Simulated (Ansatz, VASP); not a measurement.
## Two plane-wave programs on Ta

File INCAR:

```
SYSTEM = Ta
  PREC = Accurate
  ENCUT = 600
  EDIFF = 1E-6
  ISMEAR = 0
  SIGMA = 0.1
  LREAL = .False.
  LASPH = .True.
  NELM = 60
  ALGO = Normal
  ISIF = 3
  LWAVE = .False.
  LCHARG = .False.
  GGA = PE
  IBRION = 2
  NSW = 80
  EDIFFG = -0.005
```

KPOINTS

```
regular mesh
0
Gamma
  24 24 24
  0 0 0
```

POSCAR

```
Ta
1.0
   -1.6550000000      1.6550000000      1.6550000000
    1.6550000000     -1.6550000000      1.6550000000
    1.6550000000      1.6550000000     -1.6550000000
Ta
1
Direct
    0.0000000000      0.0000000000      0.0000000000
```

Input for Ansatz:

```yaml
crystal:
  lattice:
    - [-1.655, 1.655, 1.655]
    - [1.655, -1.655, 1.655]
    - [1.655, 1.655, -1.655]
  atoms:
    - { symbol: Ta, position: [0.0, 0.0, 0.0] }
scf:
  occupations: { method: gaussian, width: 0.1 }
output:
  forces: true
  stress: true
  eigenvalues: true
hamiltonian:
  xc: pbe
kpoints:
  mp_grid: { grid: [24, 24, 24] }
relax:
  f_tol: 0.005
  max_steps: 60
  cell: { stress_tol: 0.02 }
```

Alike in both runs: task relaxation of cell and atoms; functional PBE; k mesh 24 × 24 × 24; occupations gaussian, width 0.1 eV; no spin polarisation.

```csv
,VASP,Ansatz
version,VASP 6.6.1,Ansatz 0.2.0
potentials or method,"VASP PAW PBE potentials, release 64 (Ta_pv)","scalar-relativistic, plane waves, PAW"
plane-wave cutoff (eV),600,420
valence electrons in the cell,11,13
```

```tsv
	VASP	Ansatz	Ansatz less VASP
gap on the k mesh at the Fermi level, each at its own relaxed structure (eV)	none	none	-
relaxed volume (Å³/atom)	18.29	18.28	-0.012
relaxed length of the cell vector where the two differ most in proportion (Å)	2.875	2.874	-0.0006
```

A gap of «none» marks a metal or a gap that the smearing closes. VASP's potentials hold 11 valence electrons a cell and Ansatz's 13, so a difference there can come from the potentials and not from the codes.

Neither program's run includes spin-orbit coupling.
